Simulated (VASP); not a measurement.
Write the native input for VASP 6.6.1 that does the following.

| Property | Result |
| --- | --- |
| Task | single point |
| Functional | PBEsol |
| Potentials or basis | VASP PAW PBE potentials, release 64 (B, Sc_sv, Si) |
| Cutoff | 520 eV |
| k mesh | 5 × 5 × 3, shifted |
| Occupations | fermi-dirac, width 0.1 eV |
| Spin | no spin polarisation |
| Dipole correction | no |
| k mesh for the DOS | 8 × 8 × 5 |
| Occupations for the DOS | tetrahedron |
| Further INCAR settings | ALGO = Normal; EDIFF = 1e-06; NBANDS = 24 |

Crystal: Sc2Si2B.

```
B Sc Si
1.0
    -0.01171    3.71547   -0.01739
     3.70271   -0.01171   -0.02138
     1.87981    1.87978   -5.90601
B Sc Si
1 2 2
Direct
  0.98464 0.01609 0.00173
  0.34473 0.36928 0.30378
  0.67115 0.66521 0.69788
  0.16402 0.15294 0.70790
  0.86603 0.85474 0.26094
```

The input as run:

POSCAR

```
Sc2Si2B
1.0
   -0.0117095200      3.7154704200     -0.0173853100
    3.7027092000     -0.0117095200     -0.0213840000
    1.8798139800      1.8797787900     -5.9060069000
B Sc Si
1 2 2
Direct
    0.9846350000      0.0160920000      0.0017330000
    0.3447260000      0.3692830000      0.3037750000
    0.6711520000      0.6652100000      0.6978840000
    0.1640240000      0.1529380000      0.7078970000
    0.8660320000      0.8547450000      0.2609420000
```

INCAR.step1

```
PREC     = Accurate       # precision mode
ENCUT    = 520            # plane-wave cutoff, eV
EDIFF    = 1E-6           # SCF threshold, eV
ISMEAR   = -1             # smearing method
SIGMA    = 0.1            # smearing width, eV
LREAL    = False          # projectors in reciprocal space
LASPH    = True           # aspherical terms in the spheres
NELM     = 100            # most SCF steps
ALGO     = Normal         # electronic algorithm
ISIF     = 2              # what is computed and relaxed
LWAVE    = False          # write WAVECAR
LCHARG   = True           # write CHGCAR
LMAXMIX  = 4              # l up to which the mixer works
GGA      = PS             # functional
NBANDS   = 24             # bands
```

KPOINTS.step1

```
Automatic mesh
0
Gamma
  5 5 3
  0 0.5 0
```

INCAR.step2

```
PREC     = Accurate       # precision mode
ENCUT    = 520            # plane-wave cutoff, eV
EDIFF    = 1E-6           # SCF threshold, eV
ISMEAR   = -5             # smearing method
SIGMA    = 0.1            # smearing width, eV
LREAL    = False          # projectors in reciprocal space
LASPH    = True           # aspherical terms in the spheres
NELM     = 100            # most SCF steps
ALGO     = Normal         # electronic algorithm
ISIF     = 2              # what is computed and relaxed
LWAVE    = False          # write WAVECAR
LCHARG   = False          # write CHGCAR
LMAXMIX  = 4              # l up to which the mixer works
GGA      = PS             # functional
LORBIT   = 10             # projections on sites
NBANDS   = 24             # bands
NEDOS    = 1001           # points of the DOS
ICHARG   = 11             # starting density
```

KPOINTS.step2

```
Automatic mesh
0
Gamma
  8 8 5
```

Potentials or basis: VASP PAW PBE potentials, release 64 (B, Sc_sv, Si).

Command:

```bash
$ cat potpaw_PBE.64/B/POTCAR potpaw_PBE.64/Sc_sv/POTCAR potpaw_PBE.64/Si/POTCAR > POTCAR
$ cp INCAR.step1 INCAR
$ cp KPOINTS.step1 KPOINTS
$ mpirun -np 1 vasp_std > vasp.out
$ cp INCAR.step2 INCAR
$ cp KPOINTS.step2 KPOINTS
$ mpirun -np 1 vasp_std > vasp.out
```

Results of the run:

- Valence electrons inside the program's atomic spheres: B 2.18; Sc 9.63, 9.55; Si 1.95, 2.08

Wall time 4.1 min on 1 thread of Intel(R) Xeon(R) Platinum 8375C CPU @ 2.90GHz (Ice Lake), with other jobs on the host, peak memory 0.4 GiB.
